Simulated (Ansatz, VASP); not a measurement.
Two plane-wave programs on Bi2Se3

Contents of INCAR:

```
SYSTEM = Bi2Se3
ALGO     = Normal         ! electronic algorithm
EDIFF    = 1E-6           ! SCF threshold, eV
ENCUT    = 520            ! plane-wave cutoff, eV
ISIF     = 2              ! what is computed and relaxed
ISMEAR   = 0              ! smearing method
LASPH    = .True.         ! aspherical terms in the spheres
LCHARG   = .True.         ! write CHGCAR
LELF     = .True.         ! ELF
LREAL    = .False.        ! projectors in reciprocal space
LVHAR    = .True.       
LWAVE    = .False.        ! write WAVECAR
NBANDS   = 32             ! bands
NELM     = 80             ! most SCF steps
PREC     = Accurate       ! precision mode
SIGMA    = 0.01           ! smearing width, eV
```

The input KPOINTS:

```
k-points
0
Gamma
  8 8 8
  0 0 0
```

File POSCAR:

```
Bi2Se3
1.0
    2.0711873041      1.1958005476      9.7542378858
   -2.0711873041      1.1958005476      9.7542378858
    0.0000000000     -2.3916010951      9.7542378858
Bi Se
2 3
Direct
    0.3993450787      0.3993450787      0.3993450787
    0.6006549213      0.6006549213      0.6006549213
    0.2141187410      0.2141187410      0.2141187410
    0.7858812590      0.7858812590      0.7858812590
    0.0000000000      0.0000000000      0.0000000000
```

Input for Ansatz:

```yaml
crystal:
  lattice:
    - [2.0711873041, 1.1958005476, 9.7542378858]
    - [-2.0711873041, 1.1958005476, 9.7542378858]
    - [0.0, -2.3916010951, 9.7542378858]
  atoms:
    - { symbol: Bi, position: [0.3993450787, 0.3993450787, 0.3993450787] }
    - { symbol: Bi, position: [0.6006549213, 0.6006549213, 0.6006549213] }
    - { symbol: Se, position: [0.214118741, 0.214118741, 0.214118741] }
    - { symbol: Se, position: [0.785881259, 0.785881259, 0.785881259] }
    - { symbol: Se, position: [0.0, 0.0, 0.0] }
kpoints:
  mp_grid: { grid: [8, 8, 8] }
  band_path:
    path:
      - [0.0, 0.0, 0.0]
      - [0.5, 0.5, 0.5]
      - [0.8233139833, 0.1766860167, 0.5]
      - [0.5, -0.1766860167, 0.1766860167]
      - [0.5, 0.0, 0.0]
      - [0.3383430084, -0.3383430084, 0.0]
      - [0.6616569916, 0.0, 0.3383430084]
      - [0.5, 0.0, 0.5]
    npoints: 1
hamiltonian:
  xc: lda
scf:
  occupations: { method: fixed }
  n_extra_bands: 5
output:
  forces: true
  stress: true
  eigenvalues: true
```

Alike in both runs: task single point; functional LDA; k mesh 8 × 8 × 8; no spin polarisation.

|  | VASP | Ansatz |
| --- | --- | --- |
| version | VASP 6.6.1 | Ansatz 0.2.0 |
| potentials or method | VASP PAW LDA potentials, release 64 (Bi_d, Se) | plane waves, PAW |
| plane-wave cutoff (eV) | 520 | 420 |
| occupations | gaussian, width 0.01 eV | fixed |
| valence electrons in the cell | 48 | 78 |

VASP gave:

| Quantity | Value |
| --- | --- |
| gap on the k mesh at the Fermi level (eV) | 0.21 |
| pressure (GPa) | -1.9 |
| traceless stress, the component that is largest in VASP (GPa) | -0.16 |
| rms of the force components (eV/Å) | 0.026 |

Problem. Which values does Ansatz return?

Solution. gap on the k mesh at the Fermi level (eV): 0.22; pressure (GPa): -2.1; traceless stress, the component that is largest in VASP (GPa): -0.15; rms of the force components (eV/Å): 0.024.

LDA's correlation is that of Perdew and Zunger in VASP and of Perdew and Wang (1992) in Ansatz. Atom by atom the forces differ by 0.013 eV/Å (rms over components). VASP's potentials hold 48 valence electrons a cell and Ansatz's 78, so a difference there can come from the potentials and not from the codes.

Neither program's run includes spin-orbit coupling.
